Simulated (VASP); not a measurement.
# GaN (F-43m) in VASP: a series of runs

The runs below take GaN through single point, with PBE.

Program: VASP 6.6.1. These are calculated values, not measurements. Logs are shortened: lines on timing, memory, paths and dates and some standing lists are left out, and cuts for length are marked.

## 1. The cell of the first run

Symmetry: F-43m, No. 216, cubic system. The conventional cell has a = 4.408 Å, b = 4.408 Å, c = 4.408 Å, α = 90.00°, β = 90.00°, γ = 90.00°. Ga (site symmetry -43m) has 4 N at 1.91 Å within 2.5 Å. Within 2.5 Å of N (site symmetry -43m) lie 4 Ga at 1.91 Å.

## 2. Single point, PBE (volume scaled by 0.91)

INCAR

```
PREC = Accurate ; ENCUT = 520
EDIFF = 1E-6 ; ISMEAR = 0
SIGMA = 0.02 ; LREAL = False
LASPH = True ; NELM = 60
ALGO = Normal ; ISIF = 2
LWAVE = False ; LCHARG = False
GGA = PE ; NBANDS = 16
```

KPOINTS

```
Automatic mesh
0
Gamma
  10 10 10
```

POSCAR

```
GaN
1.0
    0.0000000000      2.2038556125      2.2038556125
    2.2038556125      0.0000000000      2.2038556125
    2.2038556125      2.2038556125      0.0000000000
Ga N
1 1
Direct
    0.0000000000      0.0000000000      0.0000000000
    0.7500000000      0.7500000000      0.7500000000
```

Potentials or basis: VASP PAW PBE potentials, release 64 (Ga_d, N).

Command:

```sh
cat potpaw_PBE.64/Ga_d/POTCAR potpaw_PBE.64/N/POTCAR > POTCAR
mpirun -np 1 vasp_std > vasp.out
```

OUTCAR:

```text
PREC = Accurate
   ENCUT = 520
   EDIFF = 1E-6
   ISMEAR = 0
   LREAL = False
   LASPH = True
   NELM = 60
   ISIF = 2
   GGA = PE

 ion  position               nearest neighbor table
   1  0.000  0.000  0.000-   2 1.91   2 1.91   2 1.91   2 1.91
   2  0.750  0.750  0.750-   1 1.91   1 1.91   1 1.91   1 1.91

  LATTYP: Found a face centered cubic cell.
 ALAT       =     4.4077112250

  Lattice vectors:

 A1 = (   0.0000000000,   2.2038556125,   2.2038556125)
 A2 = (   2.2038556125,   0.0000000000,   2.2038556125)
 A3 = (   2.2038556125,   2.2038556125,   0.0000000000)

Analysis of symmetry for initial positions (statically):
=====================================================================
 Subroutine PRICEL returns:
 Original cell was already a primitive cell.

 Routine SETGRP: Setting up the symmetry group for a
 face centered cubic supercell.

 Subroutine GETGRP returns: Found 24 space group operations
 (whereof 24 operations were pure point group operations)
 out of a pool of 48 trial point group operations.

The static configuration has the point symmetry T_d .

Analysis of symmetry for dynamics (positions and initial velocities):
=====================================================================
 Subroutine PRICEL returns:
 Original cell was already a primitive cell.

 Routine SETGRP: Setting up the symmetry group for a
 face centered cubic supercell.

 Subroutine GETGRP returns: Found 24 space group operations
 (whereof 24 operations were pure point group operations)
 out of a pool of 48 trial point group operations.

The dynamic configuration has the point symmetry T_d .

 Subroutine INISYM returns: Found 24 space group operations
 (whereof 24 operations are pure point group operations),
 and found     1 'primitive' translations

----------------------------------------------------------------------------------------

                                     Primitive cell

  volume of cell :      21.4082

  direct lattice vectors                    reciprocal lattice vectors
     0.000000000  2.203855612  2.203855612    -0.226875117  0.226875117  0.226875117
     2.203855612  0.000000000  2.203855612     0.226875117 -0.226875117  0.226875117
     2.203855612  2.203855612  0.000000000     0.226875117  0.226875117 -0.226875117

  length of vectors
     3.116722497  3.116722497  3.116722497     0.392959230  0.392959230  0.392959230

  position of ions in fractional coordinates (direct lattice)
     0.000000000  0.000000000  0.000000000
     0.750000000  0.750000000  0.750000000

  ion indices of the primitive-cell ions
   primitive index   ion index
                 1           1
                 2           2

----------------------------------------------------------------------------------------

 KPOINTS: Automatic mesh

Automatic generation of k-mesh.
 Grid dimensions read from file:
 generate k-points for:   10   10   10

 Generating k-lattice:

  Cartesian coordinates                     Fractional coordinates (reciprocal lattice)
    -0.022687512  0.022687512  0.022687512     0.100000000  0.000000000  0.000000000
     0.022687512 -0.022687512  0.022687512     0.000000000  0.100000000  0.000000000
     0.022687512  0.022687512 -0.022687512     0.000000000  0.000000000  0.100000000

  Length of vectors
     0.039295923  0.039295923  0.039295923

  Shift w.r.t. Gamma in fractional coordinates (k-lattice)
     0.000000000  0.000000000  0.000000000

 Subroutine IBZKPT returns following result:
 ===========================================

 Found     47 irreducible k-points:

 Following reciprocal coordinates:
            Coordinates               Weight
  0.000000  0.000000  0.000000      1.000000
  0.100000  0.000000  0.000000      8.000000
  0.200000  0.000000  0.000000      8.000000
  0.300000  0.000000  0.000000      8.000000
  0.400000  0.000000  0.000000      8.000000
  0.500000  0.000000  0.000000      4.000000
[... 16 lines left out ...]
  0.300000  0.300000  0.000000      6.000000
  0.400000  0.300000  0.000000     24.000000
 [... further k-points ...]
   k-points           NKPTS =     47   k-points in BZ     NKDIM =     47   number of bands    NBANDS=     16
   number of dos      NEDOS =    301   number of ions     NIONS =      2
   total plane-waves  NPLWV =  13824
   dimension x,y,z NGX =    24 NGY =   24 NGZ =   24
   dimension x,y,z NGXF=    48 NGYF=   48 NGZF=   48
   ions per type =               1   1
   NGX,Y,Z   is equivalent  to a cutoff of  12.80, 12.80, 12.80 a.u.
   NGXF,Y,Z  is equivalent  to a cutoff of  25.60, 25.60, 25.60 a.u.
 SYSTEM =  unknown system
   PREC   = accura    normal or accurate (medium, high low for compatibility)
   ISTART =      0    job   : 0-new  1-cont  2-samecut
   ICHARG =      2    charge: 1-file 2-atom 10-const
   ISPIN  =      1    spin polarized calculation?
   LNONCOLLINEAR =      F non collinear calculations
   LSORBIT =      F    spin-orbit coupling
   LASPH  =      T    aspherical Exc in radial PAW
   ENCUT  =  520.0 eV  38.22 Ry    6.18 a.u.   5.80  5.80  5.80*2*pi/ulx,y,z
   NELM   =     60;   NELMIN=  2; NELMDL= -5     # of ELM steps
   EDIFF  = 0.1E-05   stopping-criterion for ELM
   LREAL  =      F    real-space projection
   EDIFFG = 0.1E-04   stopping-criterion for IOM
   NSW    =      0    number of steps for IOM
   IBRION =     -1    ionic relax: 0-MD 1-quasi-New 2-CG
   NFREE  =      0    steps in history (QN), initial steepest desc. (CG)
   ISIF   =      2    stress and relaxation
   ISYM   =      2    0-nonsym 1-usesym 2-fastsym
   POTIM  = 0.5000    time-step for ionic-motion
   TEBEG  =    0.0;   TEEND  =   0.0 temperature during run
   PSTRESS=    0.0 pullay stress
   NELECT =      18.0000    total number of electrons
   NUPDOWN=      -1.0000    fix difference up-down
   EMIN   =  10.00;   EMAX   =-10.00  energy-range for DOS
   EFERMI =   0.00;   METHOD = LEGACY
   ISMEAR =     0;   SIGMA  =   0.02  broadening in eV -4-tet -1-fermi 0-gaus
   EFERMI_NEDOS =   21; number of points for ismear=-14 and -15
   IALGO  =     38    algorithm
   IMIX   =      4    mixing-type and parameters
     AMIX     =   0.40;   BMIX     =  1.00
     AMIX_MAG =   1.60;   BMIX_MAG =  1.00
  volume/ion in A,a.u.               =      10.70        72.23
  Fermi-wavevector in a.u.,A,eV,Ry     =   1.545157  2.919923 32.484035  2.387509
  Thomas-Fermi vector in A             =   2.650575
   LORBIT       =      0    0 simple, 1 ext, 2 COOP (PROOUT), +10 PAW based schemes
   GGA     = PE    functional components
   LHFCALC =     F    Hartree Fock is set to
   AEXX    =    0.0000 exact exchange contribution
   IVDW    =     0    specifies the selected vdW correction
   LEPSILON=     F    determine dielectric tensor
   LRPA    =     F    only Hartree local field effects (RPA)
 non-spin polarized calculation
 Gauss-broadening in eV      SIGMA  =   0.02
  energy-cutoff  :      520.00
  volume of cell :       21.41
 maximum number of plane-waves:       589
   NGX = 11   NGY = 11   NGZ = 11

 number of electron      18.0000005 magnetization

 Free energy of the ion-electron system (eV)
  ---------------------------------------------------
  ext. energy  EPLUGINS =         0.00000000
  ---------------------------------------------------
  free energy    TOTEN  =       -12.03092413 eV

  energy without entropy =      -12.03092413  energy(sigma->0) =      -12.03092413

 E-fermi :   6.2575     XC(G=0): -12.0292

 val. band max:        6.0362806821   @ k =   0.0000   0.0000   0.0000
 cond. band min:       8.1927475515   @ k =   0.0000   0.0000   0.0000
 fundamental gap:      2.1564668694
 Fermi energy:         6.2575253988

 k-point     1 :       0.0000    0.0000    0.0000
  band No.  band energies     occupation
      1     -10.4934      2.00000
      2      -7.4803      2.00000
      3      -7.4803      2.00000
      4      -7.4803      2.00000
      5      -7.0864      2.00000
      6      -7.0864      2.00000
[... 8 lines left out ...]
     15      25.4037      0.00000
     16      25.4037      0.00000

 k-point     2 :       0.1000    0.0000    0.0000
  band No.  band energies     occupation
      1     -10.3682      2.00000
      2      -7.4638      2.00000
      3      -7.4638      2.00000
      4      -7.4461      2.00000
      5      -7.0882      2.00000
      6      -7.0882      2.00000
[... 8 lines left out ...]
     15      24.0546      0.00000
     16      24.1395      0.00000

 k-point     3 :       0.2000    0.0000    0.0000
  band No.  band energies     occupation
      1     -10.0441      2.00000
      2      -7.4255      2.00000
      3      -7.4255      2.00000
      4      -7.2956      2.00000
      5      -7.0870      2.00000
      6      -7.0870      2.00000
[... 8 lines left out ...]
     15      23.2667      0.00000
     16      23.2667      0.00000

 k-point     4 :       0.3000    0.0000    0.0000
  band No.  band energies     occupation
      1      -9.6774      2.00000
      2      -7.3913      2.00000
      3      -7.3913      2.00000
      4      -7.0709      2.00000
      5      -7.0709      2.00000
      6      -6.9055      2.00000
[... 8 lines left out ...]
     15      23.8348      0.00000
     16      23.8348      0.00000

 k-point     5 :       0.4000    0.0000    0.0000
  band No.  band energies     occupation
      1      -9.4392      2.00000
      2      -7.3764      2.00000
      3      -7.3764      2.00000
      4      -7.0437      2.00000
      5      -7.0437      2.00000
      6      -6.2551      2.00000
[... 8 lines left out ...]
     15      25.3896      0.00000
     16      25.3896      0.00000

 k-point     6 :       0.5000    0.0000    0.0000
  band No.  band energies     occupation
      1      -9.3663      2.00000
      2      -7.3737      2.00000
      3      -7.3737      2.00000
      4      -7.0301      2.00000
      5      -7.0301      2.00000
      6      -5.8377      2.00000
[... 8 lines left out ...]
     15      26.5228      0.00000
     16      26.5228      0.00000

 k-point     7 :       0.1000    0.1000    0.0000
  band No.  band energies     occupation
      1     -10.3268      2.00000
      2      -7.4533      2.00000
      3      -7.4492      2.00000
      4      -7.4492      2.00000
      5      -7.0995      2.00000
      6      -7.0776      2.00000
[... 8 lines left out ...]
     15      26.0354      0.00000
     16      26.1453      0.00000

 k-point     8 :       0.2000    0.1000    0.0000
  band No.  band energies     occupation
      1     -10.0699      2.00000
      2      -7.4281      2.00000
      3      -7.4096      2.00000
      4      -7.3465      2.00000
      5      -7.1017      2.00000
      6      -7.0690      2.00000
[... 8 lines left out ...]
     15      25.2552      0.00000
     16      25.3100      0.00000

 k-point     9 :       0.3000    0.1000    0.0000
  band No.  band energies     occupation
      1      -9.7202      2.00000
      2      -7.3953      2.00000
      3      -7.3703      2.00000
      4      -7.1654      2.00000
      5      -7.0539      2.00000
      6      -6.9619      2.00000
[... 8 lines left out ...]
     15      24.3867      0.00000
     16      25.3242      0.00000
[... 172 lines left out ...]
 k-point    19 :       0.5000    0.2000    0.0000
  band No.  band energies     occupation
      1      -9.2714      2.00000
      2      -7.3578      2.00000
      3      -7.2795      2.00000
      4      -7.1430      2.00000
      5      -7.0253      2.00000
      6      -5.7427      2.00000
[... 8 lines left out ...]
     15      27.0422      0.00000
     16      27.5103      0.00000

 k-point    20 :      -0.4000    0.2000    0.0000
  band No.  band energies     occupation
      1      -9.2602      2.00000
      2      -7.3627      2.00000
      3      -7.2870      2.00000
      4      -7.1047      2.00000
      5      -7.0548      2.00000
      6      -5.5930      2.00000
[... 8 lines left out ...]
     15      25.3653      0.00000
     16      27.0839      0.00000

 k-point    21 :      -0.3000    0.2000    0.0000
  band No.  band energies     occupation
      1      -9.3534      2.00000
      2      -7.3638      2.00000
      3      -7.3091      2.00000
      4      -7.0985      2.00000
      5      -7.0956      2.00000
      6      -6.1182      2.00000
[... 8 lines left out ...]
     15      24.1152      0.00000
     16      27.4696      0.00000

 k-point    22 :      -0.2000    0.2000    0.0000
  band No.  band energies     occupation
      1      -9.5636      2.00000
      2      -7.3727      2.00000
      3      -7.3538      2.00000
      4      -7.1199      2.00000
      5      -7.1145      2.00000
      6      -6.7049      2.00000
[... 8 lines left out ...]
     15      24.1220      0.00000
     16      27.4299      0.00000

 k-point    23 :       0.3000    0.3000    0.0000
  band No.  band energies     occupation
      1      -9.4534      2.00000
      2      -7.3239      2.00000
      3      -7.2496      2.00000
      4      -7.2496      2.00000
      5      -7.0259      2.00000
      6      -6.7107      2.00000
[... 8 lines left out ...]
     15      28.7312      0.00000
     16      29.6369      0.00000

 k-point    24 :       0.4000    0.3000    0.0000
  band No.  band energies     occupation
      1      -9.2912      2.00000
      2      -7.3388      2.00000
      3      -7.2082      2.00000
      4      -7.2066      2.00000
      5      -7.0138      2.00000
      6      -6.2429      2.00000
[... 8 lines left out ...]
     15      29.1995      0.00000
     16      29.4603      0.00000

 [... further k-points ...]
[... 5 lines left out ...]
  --------------------------------------------------------------------------------------
  -------------------------------------------------------------------------------------
  Total        2.6638562      2.6638562      2.6638562      0.0000000     -0.0000000      0.0000000
  in kB      199.3617983    199.3617983    199.3617983      0.0000000     -0.0000000      0.0000000
  external PRESSURE =     199.3617983 kB  Pullay stress =       0.0000000 kB

 VOLUME and BASIS-vectors are now :
 -----------------------------------------------------------------------------
  energy-cutoff  :      520.00
  volume of cell :       21.41
      direct lattice vectors                 reciprocal lattice vectors
     0.000000000  2.203855612  2.203855612    -0.226875117  0.226875117  0.226875117
     2.203855612  0.000000000  2.203855612     0.226875117 -0.226875117  0.226875117
     2.203855612  2.203855612  0.000000000     0.226875117  0.226875117 -0.226875117

 POSITION                                       TOTAL-FORCE (eV/Angst)
 -----------------------------------------------------------------------------------
      0.00000      0.00000      0.00000         0.000000      0.000000      0.000000
      3.30578      3.30578      3.30578        -0.000000     -0.000000     -0.000000
 -----------------------------------------------------------------------------------
    total drift:                               -0.000002     -0.000002     -0.000001

  FREE ENERGIE OF THE ION-ELECTRON SYSTEM (eV)
  ---------------------------------------------------
  free  energy   TOTEN  =       -12.0309241290 eV

  energy  without entropy=      -12.0309241290  energy(sigma->0) =      -12.03092413
```

It took 19 s on 1 thread of AMD EPYC 7R13, shared host; peak memory 0.12 GiB.

What came out:

| Item | Value |
| --- | --- |
| Free energy | -12.0309 eV |
| Pressure | 19.9 GPa |
| Band gap on the k mesh | 2.16 eV, direct |

Levels at points of the mesh, in eV from the valence-band top:
| k point | band 5 | band 6 | band 7 | band 8 | band 9 | band 10 | band 11 | band 12 | band 13 | band 14 |
| --- | --- | --- | --- | --- | --- | --- | --- | --- | --- | --- |
| (0.00, 0.00, 0.00) | -13.12 | -13.12 | 0.00 | 0.00 | 0.00 | 2.16 | 10.73 | 10.73 | 10.73 | 18.50 |
| (0.50, 0.00, 0.00) | -13.07 | -11.87 | -7.49 | -1.05 | -1.05 | 5.10 | 9.06 | 10.71 | 10.71 | 16.21 |
| (0.50, 0.50, 0.00) | -13.03 | -11.47 | -6.41 | -2.95 | -2.95 | 3.37 | 7.05 | 12.20 | 14.68 | 14.68 |

(Part 1 of 2 ends here.)
